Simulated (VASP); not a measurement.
# Ta3Cu (I4/mmm) in VASP: further runs, part 2 of 2

VASP 6.6.1. The steps go on from the part before.

### Step 3. Single point, PBEsol

This run uses another cell than the first one, of 16.37 Å³/atom, 1.131 times its volume.

Contents of INCAR:

```
ALGO = Fast ; EDIFF = 1E-7
ENCUT = 520 ; GGA = PS
ISIF = 2 ; ISMEAR = 1
LASPH = T ; LCHARG = F
LREAL = F ; LWAVE = F
NBANDS = 30 ; NELM = 100
PREC = Accurate ; SIGMA = 0.1
```

Contents of KPOINTS:

```
k-points
0
Gamma
  9 9 9
```

Contents of POSCAR:

```
Ta3Cu
1.0
   -1.9862762843      1.9862762843      4.1500949339
    1.9862762843     -1.9862762843      4.1500949339
    1.9862762843      1.9862762843     -4.1500949339
Ta Cu
3 1
Direct
    0.5000000000      0.5000000000      0.0000000000
    0.2500000000      0.7500000000      0.5000000000
    0.7500000000      0.2500000000      0.5000000000
    0.0000000000      0.0000000000      0.0000000000
```

Potentials or basis: VASP PAW PBE potentials, release 64 (Ta_pv, Cu).

On the command line:

```bash
> cat potpaw_PBE.64/Ta_pv/POTCAR potpaw_PBE.64/Cu/POTCAR > POTCAR
> mpirun -np 1 vasp_std > vasp.out
```

OUTCAR:

```text
EDIFF = 1E-7
   ENCUT = 520
   GGA = PS
   ISIF = 2
   ISMEAR = 1
   LASPH = T
   LREAL = F
   NELM = 100
   PREC = Accurate

 ion  position               nearest neighbor table
   1  0.500  0.500  0.000-   4 2.81   4 2.81   4 2.81   4 2.81   3 2.87   2 2.87   3 2.87   3 2.87
                             2 2.87   2 2.87   3 2.87   2 2.87
   2  0.250  0.750  0.500-   3 2.81   3 2.81   3 2.81   3 2.81   4 2.87   1 2.87   4 2.87   1 2.87
                             4 2.87   4 2.87   1 2.87   1 2.87
   3  0.750  0.250  0.500-   2 2.81   2 2.81   2 2.81   2 2.81   4 2.87   1 2.87   4 2.87   4 2.87
                             1 2.87   1 2.87   4 2.87   1 2.87
   4  0.000  0.000  0.000-   1 2.81   1 2.81   1 2.81   1 2.81   3 2.87   2 2.87   3 2.87   2 2.87
                             3 2.87   3 2.87   2 2.87   2 2.87

  LATTYP: Found a body centered tetragonal cell.
 ALAT       =     3.9725525686
 C/A-ratio  =     2.0893845266

  Lattice vectors:

 A1 = (  -1.9862762843,   1.9862762843,   4.1500949339)
 A2 = (   1.9862762843,  -1.9862762843,   4.1500949339)
 A3 = (   1.9862762843,   1.9862762843,  -4.1500949339)

Analysis of symmetry for initial positions (statically):
=====================================================================
 Subroutine PRICEL returns:
 Original cell was already a primitive cell.

 Routine SETGRP: Setting up the symmetry group for a
 body centered tetragonal supercell.

 Subroutine GETGRP returns: Found 16 space group operations
 (whereof 16 operations were pure point group operations)
 out of a pool of 16 trial point group operations.

The static configuration has the point symmetry D_4h.

Analysis of symmetry for dynamics (positions and initial velocities):
=====================================================================
 Subroutine PRICEL returns:
 Original cell was already a primitive cell.

 Routine SETGRP: Setting up the symmetry group for a
 body centered tetragonal supercell.

 Subroutine GETGRP returns: Found 16 space group operations
 (whereof 16 operations were pure point group operations)
 out of a pool of 16 trial point group operations.

The dynamic configuration has the point symmetry D_4h.

 Subroutine INISYM returns: Found 16 space group operations
 (whereof 16 operations are pure point group operations),
 and found     1 'primitive' translations

----------------------------------------------------------------------------------------

                                     Primitive cell

  volume of cell :      65.4934

  direct lattice vectors                    reciprocal lattice vectors
    -1.986276284  1.986276284  4.150094934     0.000000000  0.251727317  0.120479172
     1.986276284 -1.986276284  4.150094934     0.251727317  0.000000000  0.120479172
     1.986276284  1.986276284 -4.150094934     0.251727317  0.251727317  0.000000000

  length of vectors
     5.011374554  5.011374554  5.011374554     0.279073239  0.279073239  0.355996186

  position of ions in fractional coordinates (direct lattice)
     0.500000000  0.500000000  0.000000000
[... 33 lines left out ...]
 ===========================================

 Found     75 irreducible k-points:

 Following reciprocal coordinates:
            Coordinates               Weight
  0.000000  0.000000  0.000000      1.000000
  0.111111  0.000000  0.000000      8.000000
  0.222222  0.000000  0.000000      8.000000
  0.333333  0.000000  0.000000      8.000000
  0.444444  0.000000  0.000000      8.000000
  0.111111  0.111111  0.000000      8.000000
[... 16 lines left out ...]
 -0.333333  0.333333  0.000000      4.000000
  0.444444  0.444444  0.000000      8.000000
 [... further k-points ...]
   k-points           NKPTS =     75   k-points in BZ     NKDIM =     75   number of bands    NBANDS=     30
   number of dos      NEDOS =    301   number of ions     NIONS =      4
   total plane-waves  NPLWV =  64000
   dimension x,y,z NGX =    40 NGY =   40 NGZ =   40
   dimension x,y,z NGXF=    80 NGYF=   80 NGZF=   80
   ions per type =               3   1
   NGX,Y,Z   is equivalent  to a cutoff of  13.27, 13.27, 13.27 a.u.
   NGXF,Y,Z  is equivalent  to a cutoff of  26.54, 26.54, 26.54 a.u.
 SYSTEM =  unknown system
   PREC   = accura    normal or accurate (medium, high low for compatibility)
   ISTART =      0    job   : 0-new  1-cont  2-samecut
   ICHARG =      2    charge: 1-file 2-atom 10-const
   ISPIN  =      1    spin polarized calculation?
   LNONCOLLINEAR =      F non collinear calculations
   LSORBIT =      F    spin-orbit coupling
   LASPH  =      T    aspherical Exc in radial PAW
   ENCUT  =  520.0 eV  38.22 Ry    6.18 a.u.   9.32  9.32  9.32*2*pi/ulx,y,z
   NELM   =    100;   NELMIN=  2; NELMDL= -5     # of ELM steps
   EDIFF  = 0.1E-06   stopping-criterion for ELM
   LREAL  =      F    real-space projection
   EDIFFG = 0.1E-05   stopping-criterion for IOM
   NSW    =      0    number of steps for IOM
   IBRION =     -1    ionic relax: 0-MD 1-quasi-New 2-CG
   NFREE  =      0    steps in history (QN), initial steepest desc. (CG)
   ISIF   =      2    stress and relaxation
   ISYM   =      2    0-nonsym 1-usesym 2-fastsym
   POTIM  = 0.5000    time-step for ionic-motion
   TEBEG  =    0.0;   TEEND  =   0.0 temperature during run
   PSTRESS=    0.0 pullay stress
   NELECT =      44.0000    total number of electrons
   NUPDOWN=      -1.0000    fix difference up-down
   EMIN   =  10.00;   EMAX   =-10.00  energy-range for DOS
   EFERMI =   0.00;   METHOD = LEGACY
   ISMEAR =     1;   SIGMA  =   0.10  broadening in eV -4-tet -1-fermi 0-gaus
   EFERMI_NEDOS =   21; number of points for ismear=-14 and -15
   IALGO  =     68    algorithm
   IMIX   =      4    mixing-type and parameters
     AMIX     =   0.40;   BMIX     =  1.00
     AMIX_MAG =   1.60;   BMIX_MAG =  1.00
  volume/ion in A,a.u.               =      16.37       110.49
  Fermi-wavevector in a.u.,A,eV,Ry     =   1.433816  2.709518 27.971224  2.055827
  Thomas-Fermi vector in A             =   2.553292
   LORBIT       =      0    0 simple, 1 ext, 2 COOP (PROOUT), +10 PAW based schemes
   GGA     = PS    functional components
   LHFCALC =     F    Hartree Fock is set to
   AEXX    =    0.0000 exact exchange contribution
   IVDW    =     0    specifies the selected vdW correction
   LEPSILON=     F    determine dielectric tensor
   LRPA    =     F    only Hartree local field effects (RPA)
 non-spin polarized calculation
 RMM-DIIS sequential band-by-band and
 Methfessel and Paxton  Order N= 1 SIGMA  =   0.10
  energy-cutoff  :      520.00
  volume of cell :       65.49
 maximum number of plane-waves:      1788
 NGX is ok and might be reduce to    40
   NGX = 19   NGY = 19   NGZ = 19

 number of electron      44.0000008 magnetization

 Free energy of the ion-electron system (eV)
  ---------------------------------------------------
  ext. energy  EPLUGINS =         0.00000000
  ---------------------------------------------------
  free energy    TOTEN  =       -41.27032860 eV

  energy without entropy =      -41.26886999  energy(sigma->0) =      -41.26984240

 E-fermi :   6.1396     XC(G=0): -12.7843

 val. band max:        6.1257905128   @ k =   0.3333   0.3333   0.1111
 cond. band min:       6.1465639348   @ k =   0.1111   0.0000   0.0000
 fundamental gap:      0.0207734220
 Fermi energy:         6.1396122731

 k-point     1 :       0.0000    0.0000    0.0000
  band No.  band energies     occupation
      1     -28.4256      2.00000
      2     -28.2523      2.00000
      3     -28.2523      2.00000
      4     -28.0154      2.00000
      5     -28.0154      2.00000
      6     -27.8449      2.00000
[... 781 lines left out ...]
     29      10.2661      0.00000
     30      10.3379      0.00000

 [... further k-points ...]

------------------------ aborting loop because EDIFF is reached ----------------------------------------

  FORCE on cell =-STRESS in cart. coord.  units (eV):
  Direction    XX          YY          ZZ          XY          YZ          ZX
  --------------------------------------------------------------------------------------
  -------------------------------------------------------------------------------------
  Total        0.0771663      0.0771663     -0.0099855      0.0000000     -0.0000000     -0.0000000
  in kB        1.8877357      1.8877357     -0.2442762      0.0000000     -0.0000000     -0.0000000
  external PRESSURE =       1.1770651 kB  Pullay stress =       0.0000000 kB

 VOLUME and BASIS-vectors are now :
 -----------------------------------------------------------------------------
  energy-cutoff  :      520.00
  volume of cell :       65.49
      direct lattice vectors                 reciprocal lattice vectors
    -1.986276284  1.986276284  4.150094934     0.000000000  0.251727317  0.120479172
     1.986276284 -1.986276284  4.150094934     0.251727317  0.000000000  0.120479172
     1.986276284  1.986276284 -4.150094934     0.251727317  0.251727317  0.000000000

 POSITION                                       TOTAL-FORCE (eV/Angst)
 -----------------------------------------------------------------------------------
      0.00000      0.00000      4.15009         0.000000      0.000000      0.000000
      1.98628     -0.00000      2.07505        -0.000000      0.000000     -0.000000
     -0.00000      1.98628      2.07505         0.000000     -0.000000      0.000000
      0.00000      0.00000      0.00000         0.000000      0.000000      0.000000
 -----------------------------------------------------------------------------------
    total drift:                               -0.000000     -0.000000      0.000000

  FREE ENERGIE OF THE ION-ELECTRON SYSTEM (eV)
  ---------------------------------------------------
  free  energy   TOTEN  =       -41.2703286015 eV

  energy  without entropy=      -41.2688699919  energy(sigma->0) =      -41.26984240
```

stdout:

```text
POSCAR found type information on POSCAR TaCu
 POSCAR found :  2 types and       4 ions
 scaLAPACK will be used
 -----------------------------------------------------------------------------
|                                                                             |
|                                                                             |
|     You enforced a specific xc type in the INCAR file but a different       |
|     I HOPE YOU KNOW WHAT YOU ARE DOING!                                     |
|                                                                             |
 -----------------------------------------------------------------------------

 LDA part: xc-table for (Slater+PW92), standard interpolation
 POSCAR, INCAR and KPOINTS ok, starting setup
 FFT: planning ... GRIDC
 FFT: planning ... GRID_SOFT
 FFT: planning ... GRID
 WAVECAR not read
 entering main loop
```

Wall time 2.6 min (1 thread of Intel Xeon 6975P-C (Granite Rapids), shared host); peak memory 0.33 GiB.

What came out:

| Quantity | Value |
| --- | --- |
| Free energy | -41.2703 eV |
| Pressure | 0.1 GPa |
| Band gap on the k mesh | zero (band 22 reaches 7.09 eV, above the bottom of band 23 at 5.66 eV) |

Levels at points of the mesh, in eV from the Fermi level:
```
           k point  band 19  band 20  band 21  band 22  band 23  band 24  band 25  band 26
(0.00, 0.00, 0.00)    -1.73    -1.73    -0.20    -0.20     0.04     2.18     2.32     2.56
```

Caveat: the PAW data sets were made with another functional, which shifts forces and pressure a little; spin-orbit coupling is left out, which moves the levels of the heavy elements.
